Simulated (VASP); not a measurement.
HfSc2:

```
Hf Sc
1.0
    -1.78828    1.78828    4.38687
     1.78828   -1.78828    4.38687
     1.78828    1.78828   -4.38687
Hf Sc
1 2
Direct
  0.00000 0.00000 0.00000
  0.66500 0.66500 0.00000
  0.33500 0.33500 0.00000
```

* Program: VASP 6.6.1
* Task: relaxation of cell and atoms
* Functional: PBE
* Potentials or basis: VASP PAW PBE potentials, release 64 (Hf_pv, Sc_sv)
* Cutoff: 600 eV
* k mesh: 6 × 6 × 6
* Occupations: gaussian, width 0.1 eV
* Spin: no spin polarisation

At the start: pressure 21.4 GPa; volume 18.71 Å³/atom.

Where does the relaxation end?

Over 11 steps the energy falls by 296.7 meV/atom and the volume is 23.56 Å³/atom (+26.0 %); space group I4/mmm (No. 139, to 0.1 Å) before and after.

The path:
```csv
step,energy change (eV),largest force (eV/Å),pressure (GPa),volume (Å³)
1,0.0000,0.3910,21.40,56.12
2,-0.6767,0.1411,-6.20,78.91
3,-0.8602,0.0084,-0.04,70.55
4,-0.8602,0.0142,-0.32,70.86
5,-0.8759,0.0301,-0.21,70.70
6,-0.8887,0.0534,0.21,70.32
7,-0.8889,0.0558,0.29,70.26
8,-0.8889,0.0570,0.32,70.23
9,-0.8895,0.0486,-0.27,70.87
10,-0.8896,0.0513,-0.11,70.70
11,-0.8900,0.0312,-0.07,70.68
```

Final structure:
```xyz
3
Lattice="-1.8683 1.8683 5.0624 1.8683 -1.8683 5.0624 1.8683 1.8683 -5.0624" Properties=species:S:1:pos:R:3 pbc="T T T"
Hf    0.0000    0.0000    0.0000
Sc    0.0000    0.0000    6.7398
Sc    0.0000    0.0000    3.3850
```

Caveat: the volume moved by over 15 % at a fixed basis, so the end points are rough.
